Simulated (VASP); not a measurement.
# Ni (P6_3/mmc) in VASP: notebook

Runs on Ni. Level: LDA. Tasks: relaxation of cell and atoms, single point.

Program: VASP 6.6.1. These are calculated values, not measurements. Logs are shortened: lines on timing, memory, paths and dates and some standing lists are left out, and cuts for length are marked.

## 1. The cell of the first run

It takes space group P6_3/mmc (No. 194, hexagonal). The conventional cell has a = 2.492 Å, b = 2.492 Å, c = 4.069 Å, α = 90.00°, β = 90.00°, γ = 120.00°. Ni (site symmetry -6m2) has 12 Ni at 2.49 Å within 3.3 Å.

This isn't the form of Ni at room conditions, which is fcc.

## 2. Relaxation of cell and atoms, LDA

Contents of INCAR:

```
PREC = Accurate
ENCUT = 600
EDIFF = 1E-7
ISMEAR = -1
SIGMA = 0.1
LREAL = False
LASPH = True
NELM = 60
ALGO = Normal
ISIF = 3
LWAVE = False
LCHARG = False
GGA = CA
IBRION = 2
NSW = 80
EDIFFG = -0.01
```

Contents of KPOINTS:

```
regular mesh
0
Gamma
  14 14 8
```

Contents of POSCAR:

```
Ni
1.0
    2.4917559660      0.0000000000      0.0000000000
   -1.2458779830      2.1579239666      0.0000000000
    0.0000000000      0.0000000000      4.0690374925
Ni
2
Direct
    0.3333333333      0.6666666667      0.2500000000
    0.6666666667      0.3333333333      0.7500000000
```

Potentials or basis: VASP PAW LDA potentials, release 64 (Ni).

The run is started by

```bash
$ cat potpaw_LDA.64/Ni/POTCAR > POTCAR
$ mpirun -np 1 vasp_std > vasp.out
```

OUTCAR:

```text
PREC = Accurate
   ENCUT = 600
   EDIFF = 1E-7
   ISMEAR = -1
   LREAL = False
   LASPH = True
   NELM = 60
   ISIF = 3
   GGA = CA
   IBRION = 2
   NSW = 80
   EDIFFG = -0.01

 ion  position               nearest neighbor table
   1  0.333  0.667  0.250-   2 2.49   2 2.49   2 2.49   2 2.49   2 2.49   2 2.49
   2  0.667  0.333  0.750-   1 2.49   1 2.49   1 2.49   1 2.49   1 2.49   1 2.49

  LATTYP: Found a hexagonal cell.
 ALAT       =     2.4917559660
 C/A-ratio  =     1.6330000000

  Lattice vectors:

 A1 = (   2.4917559660,   0.0000000000,   0.0000000000)
 A2 = (  -1.2458779830,   2.1579239666,   0.0000000000)
 A3 = (   0.0000000000,   0.0000000000,   4.0690374925)

Analysis of symmetry for initial positions (statically):
=====================================================================
 Subroutine PRICEL returns:
 Original cell was already a primitive cell.

 Routine SETGRP: Setting up the symmetry group for a
 hexagonal supercell.

 Subroutine GETGRP returns: Found 24 space group operations
 (whereof 12 operations were pure point group operations)
 out of a pool of 24 trial point group operations.

The static configuration has the point symmetry D_3d.
 The point group associated with its full space group is D_6h.

Analysis of symmetry for dynamics (positions and initial velocities):
=====================================================================
 Subroutine PRICEL returns:
 Original cell was already a primitive cell.

 Routine SETGRP: Setting up the symmetry group for a
 hexagonal supercell.

 Subroutine GETGRP returns: Found 24 space group operations
 (whereof 12 operations were pure point group operations)
 out of a pool of 24 trial point group operations.

The dynamic configuration has the point symmetry D_3d.
 The point group associated with its full space group is D_6h.

 Subroutine INISYM returns: Found 24 space group operations
 (whereof 12 operations are pure point group operations),
 and found     1 'primitive' translations

----------------------------------------------------------------------------------------

                                     Primitive cell

  volume of cell :      21.8793

  direct lattice vectors                    reciprocal lattice vectors
     2.491755966  0.000000000  0.000000000     0.401323410  0.231704179  0.000000000
    -1.245877983  2.157923967  0.000000000     0.000000000  0.463408357  0.000000000
     0.000000000  0.000000000  4.069037492     0.000000000  0.000000000  0.245758365

  length of vectors
     2.491755966  2.491755966  4.069037492     0.463408357  0.463408357  0.245758365

  position of ions in fractional coordinates (direct lattice)
     0.333333333  0.666666667  0.250000000
     0.666666667  0.333333333  0.750000000

  ion indices of the primitive-cell ions
   primitive index   ion index
                 1           1
                 2           2

----------------------------------------------------------------------------------------

 KPOINTS: regular mesh

Automatic generation of k-mesh.
 Grid dimensions read from file:
 generate k-points for:   14   14    8

 Generating k-lattice:

  Cartesian coordinates                     Fractional coordinates (reciprocal lattice)
     0.028665958  0.016550298  0.000000000     0.071428571 -0.000000000  0.000000000
     0.000000000  0.033100597  0.000000000     0.000000000  0.071428571  0.000000000
     0.000000000  0.000000000  0.030719796     0.000000000  0.000000000  0.125000000

  Length of vectors
     0.033100597  0.033100597  0.030719796

  Shift w.r.t. Gamma in fractional coordinates (k-lattice)
     0.000000000  0.000000000  0.000000000

 Subroutine IBZKPT returns following result:
 ===========================================

 Found    120 irreducible k-points:

 Following reciprocal coordinates:
            Coordinates               Weight
  0.000000  0.000000  0.000000      1.000000
  0.071429 -0.000000  0.000000      6.000000
  0.142857 -0.000000  0.000000      6.000000
  0.214286 -0.000000  0.000000      6.000000
  0.285714 -0.000000  0.000000      6.000000
  0.357143 -0.000000  0.000000      6.000000
[... 16 lines left out ...]
  0.285714  0.285714  0.000000      6.000000
  0.357143  0.285714  0.000000      6.000000
 [... further k-points ...]
   k-points           NKPTS =    120   k-points in BZ     NKDIM =    120   number of bands    NBANDS=     14
   number of dos      NEDOS =    301   number of ions     NIONS =      2
   total plane-waves  NPLWV =  14400
   dimension x,y,z NGX =    20 NGY =   20 NGZ =   36
   dimension x,y,z NGXF=    40 NGYF=   40 NGZF=   72
   ions per type =               2
   NGX,Y,Z   is equivalent  to a cutoff of  13.34, 13.34, 14.71 a.u.
   NGXF,Y,Z  is equivalent  to a cutoff of  26.69, 26.69, 29.42 a.u.
 SYSTEM =  unknown system
   PREC   = accura    normal or accurate (medium, high low for compatibility)
   ISTART =      0    job   : 0-new  1-cont  2-samecut
   ICHARG =      2    charge: 1-file 2-atom 10-const
   ISPIN  =      1    spin polarized calculation?
   LNONCOLLINEAR =      F non collinear calculations
   LSORBIT =      F    spin-orbit coupling
   LASPH  =      T    aspherical Exc in radial PAW
   ENCUT  =  600.0 eV  44.10 Ry    6.64 a.u.   4.98  4.98  8.13*2*pi/ulx,y,z
   NELM   =     60;   NELMIN=  2; NELMDL= -5     # of ELM steps
   EDIFF  = 0.1E-06   stopping-criterion for ELM
   LREAL  =      F    real-space projection
   EDIFFG = -.1E-01   stopping-criterion for IOM
   NSW    =     80    number of steps for IOM
   IBRION =      2    ionic relax: 0-MD 1-quasi-New 2-CG
   NFREE  =      1    steps in history (QN), initial steepest desc. (CG)
   ISIF   =      3    stress and relaxation
   ISYM   =      2    0-nonsym 1-usesym 2-fastsym
   POTIM  = 0.5000    time-step for ionic-motion
   TEBEG  =    0.0;   TEEND  =   0.0 temperature during run
   PSTRESS=    0.0 pullay stress
   NELECT =      20.0000    total number of electrons
   NUPDOWN=      -1.0000    fix difference up-down
   EMIN   =  10.00;   EMAX   =-10.00  energy-range for DOS
   EFERMI =   0.00;   METHOD = LEGACY
   ISMEAR =    -1;   SIGMA  =   0.10  broadening in eV -4-tet -1-fermi 0-gaus
   EFERMI_NEDOS =   21; number of points for ismear=-14 and -15
   IALGO  =     38    algorithm
   IMIX   =      4    mixing-type and parameters
     AMIX     =   0.40;   BMIX     =  1.00
     AMIX_MAG =   1.60;   BMIX_MAG =  1.00
  volume/ion in A,a.u.               =      10.94        73.82
  Fermi-wavevector in a.u.,A,eV,Ry     =   1.588816  3.002428 34.345698  2.524338
  Thomas-Fermi vector in A             =   2.687762
   LORBIT       =      0    0 simple, 1 ext, 2 COOP (PROOUT), +10 PAW based schemes
   GGA     = CA    functional components
   LHFCALC =     F    Hartree Fock is set to
   AEXX    =    0.0000 exact exchange contribution
   IVDW    =     0    specifies the selected vdW correction
   LEPSILON=     F    determine dielectric tensor
   LRPA    =     F    only Hartree local field effects (RPA)
 conjugate gradient relaxation of ions
 non-spin polarized calculation
  energy-cutoff  :      600.00
  volume of cell :       21.88
 maximum number of plane-waves:       760
 NGX is ok and might be reduce to    20
   NGX =  9   NGY =  9   NGZ = 17

--------------------------------------- Ionic step        1  -------------------------------------------

 number of electron      19.9999997 magnetization

 Free energy of the ion-electron system (eV)
  ---------------------------------------------------
  ext. energy  EPLUGINS =         0.00000000
  ---------------------------------------------------
  free energy    TOTEN  =       -13.02683149 eV

  energy without entropy =      -12.83656029  energy(sigma->0) =      -12.93169589

 E-fermi :   8.8383     XC(G=0): -13.5774

 val. band max:        8.8352219045   @ k =   0.2143   0.1429   0.1250
 cond. band min:       8.8420345530   @ k =   0.5000  -0.0000   0.3750
 fundamental gap:      0.0068126484
 Fermi energy:         8.8383020183

 k-point     1 :       0.0000    0.0000    0.0000
  band No.  band energies     occupation
      1       0.0219      2.00000
      2       4.4009      2.00000
      3       6.9540      2.00000
      4       7.0238      2.00000
      5       7.0238      2.00000
      6       7.3023      2.00000
      7       7.3023      2.00000
      8       7.6925      1.99998
      9       7.6925      1.99998
     10       8.6702      1.68598
     11       8.6702      1.68598
     12       8.7192      1.53400
     13      14.8259      0.00000
     14      31.5556      0.00000
[... 375 lines left out ...]
 k-point    24 :       0.3571    0.2857    0.0000
  band No.  band energies     occupation
      1       5.4449      2.00000
      2       5.5322      2.00000
      3       5.6502      2.00000
      4       5.9157      2.00000
      5       6.7265      2.00000
      6       6.8144      2.00000
      7       7.5555      1.99999
      8       8.4714      1.95026
      9       8.6165      1.80374
     10       8.6557      1.72265
     11      12.8839      0.00000
     12      13.6156      0.00000
     13      15.2913      0.00000
     14      20.7285      0.00000

 [... further k-points ...]
[... 5 lines left out ...]
  --------------------------------------------------------------------------------------
  -------------------------------------------------------------------------------------
  Total       -2.4467135     -2.4467135     -2.2760944      0.0000000      0.0000000      0.0000000
  in kB     -179.1679685   -179.1679685   -166.6738701      0.0000000      0.0000000      0.0000000
  external PRESSURE =    -175.0032690 kB  Pullay stress =       0.0000000 kB
[... 165 lines left out ...]
  energy  without entropy=      -12.9555479242  energy(sigma->0) =      -13.04505429

--------------------------------------- Ionic step        6  -------------------------------------------

 number of electron      20.0000004 magnetization

 Free energy of the ion-electron system (eV)
  ---------------------------------------------------
  ext. energy  EPLUGINS =         0.00000000
  ---------------------------------------------------
  free energy    TOTEN  =       -13.13458157 eV

  energy without entropy =      -12.95571421  energy(sigma->0) =      -13.04514789

 E-fermi :  10.1278     XC(G=0): -14.0957

 val. band max:       10.1248050765   @ k =   0.4286  -0.0000   0.3750
 cond. band min:      10.1280361172   @ k =   0.3571   0.2143   0.2500
 fundamental gap:      0.0032310407
 Fermi energy:        10.1277946741

 k-point     1 :       0.0000    0.0000    0.0000
  band No.  band energies     occupation
      1       0.6915      2.00000
      2       5.1686      2.00000
      3       7.9605      2.00000
      4       8.0675      2.00000
      5       8.0675      2.00000
      6       8.3794      2.00000
      7       8.3794      2.00000
      8       8.8633      1.99999
      9       8.8633      1.99999
     10       9.7657      1.94789
     11       9.9482      1.71527
     12       9.9482      1.71527
     13      16.6472      0.00000
     14      33.6622      0.00000
[... 375 lines left out ...]
 k-point    24 :       0.3571    0.2857    0.0000
  band No.  band energies     occupation
      1       6.2750      2.00000
      2       6.4361      2.00000
      3       6.5371      2.00000
      4       6.8289      2.00000
      5       7.7325      2.00000
      6       7.8265      2.00000
      7       8.6489      2.00000
      8       9.7085      1.97024
      9       9.8780      1.84803
     10       9.9066      1.80267
     11      14.4992      0.00000
     12      15.3909      0.00000
     13      17.1141      0.00000
     14      22.7299      0.00000

 [... further k-points ...]
[... 5 lines left out ...]
  --------------------------------------------------------------------------------------
  -------------------------------------------------------------------------------------
  Total       -0.0005806     -0.0005806     -0.0006289     -0.0000000     -0.0000000      0.0000000
  in kB       -0.0463431     -0.0463431     -0.0501984     -0.0000000     -0.0000000      0.0000000
  external PRESSURE =      -0.0476282 kB  Pullay stress =       0.0000000 kB
[... 17 lines left out ...]
  FREE ENERGIE OF THE ION-ELECTRON SYSTEM (eV)
  ---------------------------------------------------
  free  energy   TOTEN  =       -13.1345815742 eV

  energy  without entropy=      -12.9557142131  energy(sigma->0) =      -13.04514789

 reached required accuracy - stopping structural energy minimisation
```

Wall time 3.6 min (1 thread of Intel Xeon 8259CL, shared host); peak memory 0.17 GiB.

Results:

```yaml
Free_energy: -13.1346 eV
Relaxed_volume: 10.04 Å³/atom
Relaxed_cell: a = 2.416 Å, b = 2.416 Å, c = 3.972 Å, α = 90.00°, β = 90.00°, γ = 120.00°
Space_group_after_relaxing_to_0.1_Å: P6_3/mmc (No. 194)
Energy_gained_by_relaxing: 53.9 meV/atom
Ionic_steps: 6
Pressure_after_relaxing: 0.0 GPa
Band_gap_on_the_k_mesh: zero (bands 10 and 11 overlap by 0.61 eV)
```

The path:
```tsv
step	energy change (eV)	largest force (eV/Å)	pressure (GPa)	volume (Å³)
1	0.0000	0.0000	-17.50	21.88
2	0.0385	0.0000	29.02	18.31
3	-0.1075	0.0000	-0.43	20.11
4	-0.1075	0.0000	0.06	20.07
5	-0.1077	0.0000	0.04	20.07
6	-0.1078	0.0000	0.00	20.07
```

Final structure:
```
Ni
1.0
     2.41556    0.00000    0.00000
    -1.20778    2.09194    0.00000
     0.00000    0.00000    3.97214
Ni
2
Direct
  0.33333 0.66667 0.25000
  0.66667 0.33333 0.75000
```

Levels at points of the mesh, in eV from the Fermi level:
| k point | band 7 | band 8 | band 9 | band 10 | band 11 | band 12 | band 13 | band 14 |
| --- | --- | --- | --- | --- | --- | --- | --- | --- |
| (0.00, 0.00, 0.00) | -1.75 | -1.26 | -1.26 | -0.36 | -0.18 | -0.18 | 6.52 | 23.53 |
| (0.50, 0.00, 0.00) | -1.73 | -0.04 | 0.03 | 0.10 | 1.70 | 3.70 | 10.05 | 10.67 |
| (0.00, 0.00, 0.50) | -2.10 | -2.10 | -0.51 | -0.51 | -0.51 | -0.51 | 15.31 | 15.31 |
| (0.50, 0.00, 0.50) | -0.57 | -0.57 | 0.05 | 0.05 | 1.74 | 1.74 | 7.74 | 7.74 |

Caveat: the run has no spin polarisation, though such a crystal can be magnetic.

## 3. Single point, LDA

This run uses another cell than the first one, of 10.04 Å³/atom.

Contents of INCAR:

```
SYSTEM = Ni
PREC = Accurate
ENCUT = 520
EDIFF = 1E-6
ISMEAR = -1
SIGMA = 0.1
LREAL = .FALSE.
LASPH = .TRUE.
NELM = 100
ALGO = Normal
ISIF = 2
LWAVE = .FALSE.
LCHARG = .TRUE.
GGA = CA
LELF = .TRUE.
LVHAR = .TRUE.
NBANDS = 17
```

Contents of KPOINTS:

```
regular mesh
0
G
  24 24 13
  0 0 0
```

Contents of POSCAR:

```
Ni
1.0
    2.4162110961      0.0000000000      0.0000000000
   -1.2081055480      2.0925001901      0.0000000000
    0.0000000000      0.0000000000      3.9731629570
Ni
2
Direct
    0.3333333333      0.6666666667      0.2500000000
    0.6666666667      0.3333333333      0.7500000000
```

Potentials or basis: VASP PAW LDA potentials, release 64 (Ni).

The run is started by

```bash
$ cat potpaw_LDA.64/Ni/POTCAR > POTCAR
$ mpirun -np 1 vasp_std > vasp.out
```

Run time: 3 min. Hardware: 1 thread of Intel Xeon 8259CL, shared host; peak memory 0.23 GiB.

It converged, with:

* Free energy: -13.1331 eV
* Pressure: -0.1 GPa
* Band gap on the k mesh: zero (bands 10 and 11 overlap by 0.56 eV)

Levels at points of the mesh, in eV from the Fermi level:
```tsv
k point	band 7	band 8	band 9	band 10	band 11	band 12	band 13	band 14
(0.00, 0.00, 0.00)	-1.75	-1.26	-1.26	-0.36	-0.18	-0.18	6.51	23.53
(0.50, 0.00, 0.00)	-1.72	-0.04	0.03	0.10	1.70	3.70	10.05	10.66
```

Caveat: the run has no spin polarisation, though such a crystal can be magnetic. Spin polarisation is off, so any magnetic state and its effect on volume and gap are missing.
